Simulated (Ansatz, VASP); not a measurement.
**Two plane-wave programs on MoP**

```xyz
2
Lattice="3.2382 0.0000 0.0000 -1.6191 2.8044 0.0000 0.0000 0.0000 3.1792" Properties=species:S:1:pos:R:3 pbc="T T T"
Mo    0.0000    0.0000    0.0000
P     0.0000    1.8696    1.5896
```

Alike in both runs: functional r2SCAN; k mesh 15 × 15 × 14; occupations fermi-dirac, width 0.15 eV; no spin polarisation.

Ansatz relaxed the structure, and its values are those at the end. VASP's run is a single point on that final structure, the one shown.

```csv
,VASP,Ansatz
version,VASP 6.6.1,Ansatz 0.2.0
potentials or method,"VASP PAW PBE potentials, release 64 (Mo_sv, P), cutoff 550 eV","scalar-relativistic, plane waves, PAW"
valence electrons in the cell,19,19
```

|  | VASP | Ansatz | Ansatz less VASP |
| --- | --- | --- | --- |
| gap on the k mesh at the Fermi level (eV) | none | none | - |
| pressure (GPa) | 0.3 | 0.0 | -0.26 |

VASP's potentials were made for PBE, not for r2SCAN. A gap of «none» marks a metal or a gap that the smearing closes.
